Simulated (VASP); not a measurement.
Crystal: Hf2TaN2.

```
Hf Ta N
1.0
     3.76938    0.00000    0.00000
     0.00000    3.76938    0.00000
     0.00000    0.00000    5.14365
Hf Ta N
2 1 2
Direct
  0.00000 0.50000 0.50000
  0.50000 0.00000 0.50000
  0.00000 0.00000 0.00000
  0.50000 0.50000 0.24741
  0.50000 0.50000 0.75259
```

The cell was generated, and may not be a known phase.

```yaml
Program: VASP 6.6.1
Task: relaxation of cell and atoms
Functional: PBE
Potentials_or_basis: VASP PAW PBE potentials, release 64 (Hf_pv, Ta_pv, N)
Cutoff: 600 eV
k_mesh: 10 × 10 × 8
Occupations: gaussian, width 0.1 eV
Spin: no spin polarisation
```

At the start: pressure -1.5 GPa; volume 14.62 Å³/atom.

**Question.** How do energy, volume and symmetry change on relaxing?

**Answer.** Over 8 steps the energy falls by 2.7 meV/atom and the volume is 14.48 Å³/atom (-0.9 %); space group P4/mmm (No. 123, to 0.1 Å) before and after.

Step by step:
| step | energy change (eV) | largest force (eV/Å) | pressure (GPa) | volume (Å³) |
| --- | --- | --- | --- | --- |
| 1 | 0.0000 | 0.1573 | -1.49 | 73.08 |
| 2 | -0.0060 | 0.2045 | 2.07 | 71.65 |
| 3 | -0.0091 | 0.0696 | 0.74 | 72.17 |
| 4 | -0.0133 | 0.0477 | 0.12 | 72.41 |
| 5 | -0.0133 | 0.0465 | 0.08 | 72.42 |
| 6 | -0.0134 | 0.0036 | -0.18 | 72.49 |
| 7 | -0.0134 | 0.0141 | -0.11 | 72.47 |
| 8 | -0.0135 | 0.0053 | -0.03 | 72.40 |

Final structure:
```yaml
crystal:
  lattice:
    - [3.73260, 0.00000, 0.00000]
    - [0.00000, 3.73260, 0.00000]
    - [0.00000, 0.00000, 5.19670]
  atoms:
    - { symbol: Hf, position: [0.00000, 0.50000, 0.50000] }
    - { symbol: Hf, position: [0.50000, 0.00000, 0.50000] }
    - { symbol: Ta, position: [0.00000, 0.00000, 0.00000] }
    - { symbol: N, position: [0.50000, 0.50000, 0.24760] }
    - { symbol: N, position: [0.50000, 0.50000, 0.75240] }
```
